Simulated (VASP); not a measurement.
Write the native input for VASP 6.6.1 that does the following.

- Task: single point
- Functional: PBE
- Potentials or basis: VASP PAW PBE potentials, release 64 (Fe, O)
- Cutoff: 520 eV
- k mesh: 46 × 46 × 46
- Occupations: fermi-dirac, width 0.0612256 eV
- Spin: no spin polarisation
- Dipole correction: no
- Further INCAR settings: ALGO = Normal; EDIFF = 1e-06; NBANDS = 14

The structure of FeO (rock salt type) lies in POSCAR:

```
FeO
1.0
    0.0000000000      2.0044722953      2.0044722953
    2.0044722953      0.0000000000      2.0044722953
    2.0044722953      2.0044722953      0.0000000000
Fe O
1 1
Direct
    0.0000000000      0.0000000000      0.0000000000
    0.5000000000      0.5000000000      0.5000000000
```

The input as run:

INCAR

```
PREC = Accurate
ENCUT = 520
EDIFF = 1E-6
ISMEAR = -1
SIGMA = 0.06122561905347299
LREAL = F
LASPH = T
NELM = 80
ALGO = Normal
ISIF = 2
LWAVE = F
LCHARG = F
GGA = PE
NBANDS = 14
```

KPOINTS

```
Automatic mesh
0
Gamma
  46 46 46
```

Potentials or basis: VASP PAW PBE potentials, release 64 (Fe, O).

Run with:

```sh
$ cat potpaw_PBE.64/Fe/POTCAR potpaw_PBE.64/O/POTCAR > POTCAR
$ mpirun -np 1 vasp_std > vasp.out
```

Results of the run:

```json
{
 "Pressure": "18.9 GPa",
 "Band gap on the k mesh": "zero (bands 7 and 8 overlap by 1.22 eV)"
}
```

Caveat: the cell stands under pressure; the run has no spin polarisation, though such a crystal can be magnetic; semilocal functionals often make such compounds metallic where correlation or magnetic order opens a gap, which also shifts bond lengths.

It took 2.9 min on 1 thread of Intel(R) Xeon(R) 6975P-C (Granite Rapids), with other jobs on the host, peak memory 0.66 GiB.
